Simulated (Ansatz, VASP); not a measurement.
# Two plane-wave programs on Hg

The input INCAR:

```
PREC = Accurate
ENCUT = 520
EDIFF = 1E-6
ISMEAR = -1
SIGMA = 0.02
LREAL = F
LASPH = T
NELM = 80
ALGO = Normal
ISIF = 2
LWAVE = F
LCHARG = T
GGA = PE
LELF = T
LVHAR = T
NBANDS = 58
```

KPOINTS

```
regular mesh
0
Gamma
  4 4 4
```

File POSCAR:

```
Hg
1.0
    5.8545564485      0.0000000000      0.0000000000
    0.0000000000      5.8545564485      0.0000000000
    0.0000000000      0.0000000000      5.8545564485
Hg
8
Direct
    0.0000000000      0.0000000000      0.0000000000
    0.5000000000      0.2500000000      0.0000000000
    0.5000000000      0.7500000000      0.0000000000
    0.0000000000      0.5000000000      0.2500000000
    0.2500000000      0.0000000000      0.5000000000
    0.7500000000      0.0000000000      0.5000000000
    0.5000000000      0.5000000000      0.5000000000
    0.0000000000      0.5000000000      0.7500000000
```

Input for Ansatz:

```yaml
crystal:
  lattice:
    - [5.8545564485, 0.0, 0.0]
    - [0.0, 5.8545564485, 0.0]
    - [0.0, 0.0, 5.8545564485]
  atoms:
    - { symbol: Hg, position: [0.0, 0.0, 0.0] }
    - { symbol: Hg, position: [0.5, 0.25, 0.0] }
    - { symbol: Hg, position: [0.5, 0.75, 0.0] }
    - { symbol: Hg, position: [0.0, 0.5, 0.25] }
    - { symbol: Hg, position: [0.25, 0.0, 0.5] }
    - { symbol: Hg, position: [0.75, 0.0, 0.5] }
    - { symbol: Hg, position: [0.5, 0.5, 0.5] }
    - { symbol: Hg, position: [0.0, 0.5, 0.75] }
kpoints:
  mp_grid: { grid: [4, 4, 4] }
  band_path:
    path:
      - [[0.0, 0.0, 0.0], [-1.652926019935e-51, 0.5, -1.390279797908e-69], [0.5, 0.5, -5.482709525275e-36], [0.0, 0.0, 0.0], [0.5, 0.5, 0.5], [-1.652926019935e-51, 0.5, -1.390279797908e-69]]
      - [[0.5, 0.5, 0.5], [0.5, 0.5, -5.482709525275e-36]]
    npoints: 10
hamiltonian:
  xc: pbe
scf:
  occupations: { method: fermi_dirac, width: 0.02 }
  n_extra_bands: 6
output:
  forces: true
  stress: true
  eigenvalues: true
```

Alike in both runs: task single point; functional PBE; k mesh 4 × 4 × 4; occupations fermi-dirac, width 0.02 eV; no spin polarisation.

|  | VASP | Ansatz |
| --- | --- | --- |
| version | VASP 6.6.1 | Ansatz 0.2.0 |
| potentials or method | VASP PAW PBE potentials, release 64 (Hg) | plane waves, PAW |
| plane-wave cutoff (eV) | 520 | 420 |
| valence electrons in the cell | 96 | 160 |

```tsv
	VASP	Ansatz	Ansatz less VASP
pressure (GPa)	3.2	2.9	-0.26
```

The functional is the same, so the differences come from potentials, cutoffs and numerics. VASP's potentials hold 96 valence electrons a cell and Ansatz's 160, so a difference there can come from the potentials and not from the codes.

Neither program's run includes spin-orbit coupling.
